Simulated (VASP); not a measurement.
Set up this calculation in VASP 6.6.1, as the native input.

* Task: single point
* Functional: RPBE
* Potentials or basis: VASP PAW PBE potentials, release 64 (Pd)
* Cutoff: 520 eV
* k mesh: 11 × 11 × 11
* Occupations: fermi-dirac, width 0.05 eV
* Spin: collinear spin
* Starting moments: [0.5, -0.5] μB
* Dipole correction: no
* Further INCAR settings: ALGO = Normal; EDIFF = 1e-07; NBANDS = 21

The structure of Pd lies in POSCAR:

```
Pd
1.0
    3.2899503165      0.0000000000      0.0000000000
    0.0000000000      3.2899503165      0.0000000000
    0.0000000000      0.0000000000      3.2899503165
Pd
2
Direct
    0.0000000000      0.0000000000      0.0000000000
    0.5000000000      0.5000000000      0.5000000000
```

This isn't the form of Pd at room conditions, which is fcc.

One way to write it, as run:

INCAR

```
ALGO = Normal ; EDIFF = 1E-7
ENCUT = 520 ; GGA = RP
ISIF = 2 ; ISMEAR = -1
ISPIN = 2 ; LASPH = True
LCHARG = False ; LMAXMIX = 4
LORBIT = 11 ; LREAL = False
LWAVE = False ; MAGMOM = 0.5 -0.5
NBANDS = 21 ; NELM = 150
PREC = Accurate ; SIGMA = 0.05
```

KPOINTS

```
k-points
0
Gamma
  11 11 11
```

Potentials or basis: VASP PAW PBE potentials, release 64 (Pd).

Command:

```sh
$ cat potpaw_PBE.64/Pd/POTCAR > POTCAR
$ mpirun -np 1 vasp_std > vasp.out
```

It gave:

The pressure is -12.0 GPa and the band gap on the k mesh is zero (filled and empty bands overlap). The net moment is 0.00 μB per cell and the valence electrons inside the program's atomic spheres are Pd 9.14.

Caveat: the cell stands under tension; the PAW data sets were made with another functional, which shifts forces and pressure a little.

Run time: 70 s on 1 thread of Intel Xeon 8259CL, with other jobs on the host, peak memory 0.19 GiB.
